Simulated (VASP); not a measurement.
# LiF (I4/mmm) in VASP: notebook, part 2 of 2

VASP 6.6.1. The steps go on from the part before.

### 3 Single point, r2SCAN

This run uses another cell than the first one, of the same volume but with other edges.

Input file POSCAR:

```
LiF
1.0
    0.0000000000      2.0707620175      1.9051010561
    2.0707620175      0.0000000000      1.9051010561
    2.0707620175      2.0707620175      0.0000000000
Li F
1 1
Direct
    0.0000000000      0.0000000000      0.0000000000
    0.5000000000      0.5000000000      0.5000000000
```

Input file INCAR.step1:

```
ALGO = Normal
EDIFF = 1E-4
ENCUT = 520
GGA = PE
ISMEAR = 0
LASPH = True
LCHARG = False
LREAL = False
LWAVE = True
NBANDS = 12
NELM = 80
PREC = Accurate
SIGMA = 0.05
```

Input file INCAR.step2:

```
ALGO = Normal
EDIFF = 1E-6
ENCUT = 520
ISIF = 2
ISMEAR = 0
ISTART = 1
LASPH = True
LCHARG = False
LMIXTAU = True
LREAL = False
LWAVE = False
METAGGA = R2SCAN
NBANDS = 12
NELM = 80
PREC = Accurate
SIGMA = 0.05
```

Input file KPOINTS:

```
k-points
0
Gamma
  12 12 12
```

Potentials or basis: VASP PAW PBE potentials, release 64 (Li_sv, F).

Command:

```console
cat potpaw_PBE.64/Li_sv/POTCAR potpaw_PBE.64/F/POTCAR > POTCAR
cp INCAR.step1 INCAR
mpirun -np 1 vasp_std > vasp.out
cp INCAR.step2 INCAR
mpirun -np 1 vasp_std > vasp.out
```

It took 39 s on 1 thread of Intel Xeon 6975P-C (Granite Rapids), shared host; peak memory 0.15 GiB.

Results (log left out):

| Item | Value |
| --- | --- |
| Free energy | -11.8774 eV |
| Band gap on the k mesh | 10.16 eV |

Levels at points of the mesh, in eV from the valence-band top:
| k point | band 1 | band 2 | band 3 | band 4 | band 5 | band 6 | band 7 | band 8 | band 9 | band 10 |
| --- | --- | --- | --- | --- | --- | --- | --- | --- | --- | --- |
| (0.00, 0.00, 0.00) | -42.11 | -21.16 | -0.24 | 0.00 | 0.00 | 10.16 | 25.30 | 25.30 | 25.33 | 25.33 |
| (0.50, 0.00, 0.00) | -42.05 | -20.76 | -2.54 | -0.39 | -0.23 | 11.77 | 18.03 | 19.60 | 21.32 | 31.76 |
| (0.50, 0.50, 0.00) | -42.02 | -20.43 | -3.02 | -1.24 | -1.24 | 16.62 | 17.13 | 19.22 | 21.08 | 21.08 |
| (0.50, 0.00, 0.50) | -42.04 | -20.52 | -3.10 | -1.26 | -0.74 | 15.49 | 17.86 | 19.01 | 21.63 | 23.11 |

 A k mesh can miss the band edges.

### 4 Single point, r2SCAN

This run uses another cell than the first one, of the same volume but with other edges.

Input file POSCAR:

```
LiF
1.0
    0.0000000000      1.9510208226      2.1461229048
    1.9510208226      0.0000000000      2.1461229048
    1.9510208226      1.9510208226      0.0000000000
Li F
1 1
Direct
    0.0000000000      0.0000000000      0.0000000000
    0.5000000000      0.5000000000      0.5000000000
```

Input file INCAR.step1:

```
PREC = Accurate
ENCUT = 520
ISMEAR = 0
SIGMA = 0.05
LREAL = F
LASPH = T
NELM = 60
NBANDS = 12
GGA = PE
ALGO = Normal
EDIFF = 1E-4
LWAVE = T
LCHARG = F
```

Input file INCAR.step2:

```
PREC = Accurate
ENCUT = 520
EDIFF = 1E-6
ISMEAR = 0
SIGMA = 0.05
LREAL = F
LASPH = T
NELM = 60
ALGO = Normal
ISIF = 2
LWAVE = F
LCHARG = F
METAGGA = R2SCAN
LMIXTAU = T
NBANDS = 12
ISTART = 1
```

Input file KPOINTS:

```
regular mesh
0
Gamma
  12 12 12
```

Command:

```console
cat potpaw_PBE.64/Li_sv/POTCAR potpaw_PBE.64/F/POTCAR > POTCAR
cp INCAR.step1 INCAR
mpirun -np 1 vasp_std > vasp.out
cp INCAR.step2 INCAR
mpirun -np 1 vasp_std > vasp.out
```

It took 38 s on 1 thread of Intel Xeon 6975P-C (Granite Rapids), shared host; peak memory 0.15 GiB.

The run converged. Its results:

| Property | Result |
| --- | --- |
| Free energy | -11.8768 eV |
| Band gap on the k mesh | 10.12 eV |

Levels at points of the mesh, in eV from the valence-band top:
| k point | band 3 | band 4 | band 5 | band 6 | band 7 | band 8 |
| --- | --- | --- | --- | --- | --- | --- |
| (0.00, 0.00, 0.00) | -0.15 | -0.15 | 0.00 | 10.12 | 24.46 | 24.99 |
| (0.50, 0.00, 0.00) | -2.56 | -0.44 | -0.23 | 11.74 | 17.99 | 19.59 |
| (0.50, 0.50, 0.00) | -3.13 | -0.91 | -0.91 | 14.85 | 18.30 | 19.08 |
| (0.50, 0.00, 0.50) | -3.08 | -1.49 | -0.90 | 16.62 | 17.02 | 19.06 |

 A k mesh can miss the band edges.

### 5 Single point, r2SCAN

This run uses another cell than the first one, of the same volume but with other edges.

Input file POSCAR:

```
LiF
1.0
    0.0000000000      2.3249931660      1.5112455579
    2.3249931660      0.0000000000      1.5112455579
    2.3249931660      2.3249931660      0.0000000000
Li F
1 1
Direct
    0.0000000000      0.0000000000      0.0000000000
    0.5000000000      0.5000000000      0.5000000000
```

Input file INCAR.step1:

```
SYSTEM = LiF
ALGO     = Normal         ! electronic algorithm
EDIFF    = 1E-4           ! SCF threshold, eV
ENCUT    = 520            ! plane-wave cutoff, eV
GGA      = PE             ! functional
ISMEAR   = 0              ! smearing method
LASPH    = .True.         ! aspherical terms in the spheres
LCHARG   = .False.        ! write CHGCAR
LREAL    = .False.        ! projectors in reciprocal space
LWAVE    = .True.         ! write WAVECAR
NBANDS   = 12             ! bands
NELM     = 80             ! most SCF steps
PREC     = Accurate       ! precision mode
SIGMA    = 0.05           ! smearing width, eV
```

Input file INCAR.step2:

```
SYSTEM = LiF
ALGO     = Normal         ! electronic algorithm
EDIFF    = 1E-7           ! SCF threshold, eV
ENCUT    = 520            ! plane-wave cutoff, eV
ISIF     = 2              ! what is computed and relaxed
ISMEAR   = 0              ! smearing method
ISTART   = 1            
LASPH    = .True.         ! aspherical terms in the spheres
LCHARG   = .False.        ! write CHGCAR
LMIXTAU  = .True.       
LREAL    = .False.        ! projectors in reciprocal space
LWAVE    = .False.        ! write WAVECAR
METAGGA  = R2SCAN         ! meta-GGA
NBANDS   = 12             ! bands
NELM     = 80             ! most SCF steps
PREC     = Accurate       ! precision mode
SIGMA    = 0.05           ! smearing width, eV
```

Input file KPOINTS:

```
k-points
0
Gamma
  12 12 12
  0 0 0
```

Command:

```console
cat potpaw_PBE.64/Li_sv/POTCAR potpaw_PBE.64/F/POTCAR > POTCAR
cp INCAR.step1 INCAR
mpirun -np 1 vasp_std > vasp.out
cp INCAR.step2 INCAR
mpirun -np 1 vasp_std > vasp.out
```

Run time: 48 s. Hardware: 1 thread of Intel Xeon 6975P-C (Granite Rapids), shared host; peak memory 0.15 GiB.

The run converged. Its results:

```yaml
Free_energy: -10.7227 eV
Band_gap_on_the_k_mesh: 9.13 eV (least direct gap 9.17 eV)
```

Levels at points of the mesh, in eV from the valence-band top:
```csv
k point,band 2,band 3,band 4,band 5,band 6,band 7,band 8,band 9
"(0.00, 0.00, 0.00)",-21.01,-1.53,-0.05,-0.05,9.13,23.99,24.00,25.21
"(0.50, 0.00, 0.00)",-21.13,-2.13,-0.79,-0.03,11.86,17.32,17.36,28.03
"(0.50, 0.50, 0.00)",-20.29,-2.89,-2.08,-2.08,14.06,19.07,19.07,22.37
"(0.50, 0.00, 0.50)",-20.55,-3.41,-2.12,0.00,14.05,17.85,22.02,22.47
```

### 6 Single point, r2SCAN

This run uses another cell than the first one, of the same volume but with other edges.

Input file POSCAR:

```
LiF
1.0
    0.0000000000      1.7593910560      2.6390865840
    1.7593910560      0.0000000000      2.6390865840
    1.7593910560      1.7593910560      0.0000000000
Li F
1 1
Direct
    0.0000000000      0.0000000000      0.0000000000
    0.5000000000      0.5000000000      0.5000000000
```

Input file INCAR.step1:

```
SYSTEM = LiF
  PREC = Accurate
  ENCUT = 520
  ISMEAR = 0
  SIGMA = 0.05
  LREAL = .FALSE.
  LASPH = .TRUE.
  NELM = 60
  NBANDS = 12
  GGA = PE
  ALGO = Normal
  EDIFF = 1E-4
  LWAVE = .TRUE.
  LCHARG = .FALSE.
```

Input file INCAR.step2:

```
SYSTEM = LiF
  PREC = Accurate
  ENCUT = 520
  EDIFF = 1E-6
  ISMEAR = 0
  SIGMA = 0.05
  LREAL = .FALSE.
  LASPH = .TRUE.
  NELM = 60
  ALGO = Normal
  ISIF = 2
  LWAVE = .FALSE.
  LCHARG = .FALSE.
  METAGGA = R2SCAN
  LMIXTAU = .TRUE.
  NBANDS = 12
  ISTART = 1
```

Input file KPOINTS:

```
Automatic mesh
0
G
  12 12 12
  0 0 0
```

Potentials or basis: VASP PAW PBE potentials, release 64 (Li_sv, F).

Command:

```console
cat potpaw_PBE.64/Li_sv/POTCAR potpaw_PBE.64/F/POTCAR > POTCAR
cp INCAR.step1 INCAR
mpirun -np 1 vasp_std > vasp.out
cp INCAR.step2 INCAR
mpirun -np 1 vasp_std > vasp.out
```

Run time: 38 s. Hardware: 1 thread of Intel Xeon 6975P-C (Granite Rapids), shared host; peak memory 0.14 GiB.

The run converged. Its results:

* Free energy: -11.4811 eV
* Band gap on the k mesh: 8.93 eV (least direct gap 9.32 eV)

Levels at points of the mesh, in eV from the valence-band top:
```csv
k point,band 3,band 4,band 5,band 6,band 7,band 8
"(0.00, 0.00, 0.00)",-0.83,-0.39,-0.39,8.93,21.15,24.89
"(0.50, 0.00, 0.00)",-2.72,-1.03,0.00,11.60,16.94,18.95
"(0.50, 0.50, 0.00)",-3.42,-0.59,-0.59,12.16,19.96,21.67
"(0.50, 0.00, 0.50)",-3.51,-2.96,-0.62,17.09,18.83,18.88
```

 A k mesh can miss the band edges.

### 7 Overview

```csv
cell,gap on the mesh (eV)
"a = 3.027, b = 3.027, c = 2.610 Å, angles 64.5, 64.5, 51.1°, 2 atoms",9.70
"a = 2.814, b = 2.814, c = 2.928 Å, angles 58.6, 58.6, 62.7°, 2 atoms",10.16
"a = 2.900, b = 2.900, c = 2.759 Å, angles 61.6, 61.6, 56.8°, 2 atoms",10.12
"a = 2.773, b = 2.773, c = 3.288 Å, angles 53.6, 53.6, 72.7°, 2 atoms",9.13
"a = 3.172, b = 3.172, c = 2.488 Å, angles 66.9, 66.9, 46.2°, 2 atoms",8.93
```

Alike in all rows: task single point; level r2SCAN; potentials or basis VASP PAW PBE potentials, release 64 (Li_sv, F); no spin polarisation; k mesh 12 × 12 × 12; cutoff (eV) 520; smearing gaussian 0.05 eV.

Total energies depend on the potentials used, so only differences within one code and one set of settings carry meaning.
